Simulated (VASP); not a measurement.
**Sc: single point with PBE**

Crystal: Sc.

```xyz
2
Lattice="3.3194 0.0000 0.0000 -1.6597 2.8747 0.0000 0.0000 0.0000 5.1843" Properties=species:S:1:pos:R:3 pbc="T T T"
Sc    0.0000    1.9164    1.2961
Sc    1.6597    0.9582    3.8882
```

```yaml
Program: VASP 6.6.1
Task: single point
Functional: PBE
Potentials_or_basis: VASP PAW PBE potentials, release 64 (Sc_sv)
Cutoff: 500 eV
k_mesh: 6 × 6 × 3
Occupations: fermi-dirac, width 0.1 eV
Spin: no spin polarisation
Dipole_correction: no
Further_INCAR_settings: ALGO = Normal; EDIFF = 1e-06; NBANDS = 18
```

```json
{"Pressure": "0.0 GPa", "Band gap on the k mesh": "zero (band 11 reaches 4.29 eV, above the bottom of band 12 at 3.18 eV)"}
```

Stress tensor (GPa, compression positive):
```
-0.06  0.00  0.00
 0.00 -0.06  0.00
 0.00  0.00  0.05
```

Levels at points of the mesh, in eV from the Fermi level:
| k point | band 9 | band 10 | band 11 | band 12 | band 13 | band 14 |
| --- | --- | --- | --- | --- | --- | --- |
| (0.00, 0.00, 0.00) | -5.12 | -1.62 | 0.58 | 1.61 | 1.61 | 1.84 |
| (0.50, 0.00, 0.00) | -1.60 | -1.04 | -0.66 | -0.33 | 1.29 | 1.35 |

Run time: 21 s on 1 thread of Intel Xeon 8259CL, with other jobs on the host, peak memory 0.15 GiB.

Caveat: the k points lie up to 0.40 Å⁻¹ apart.
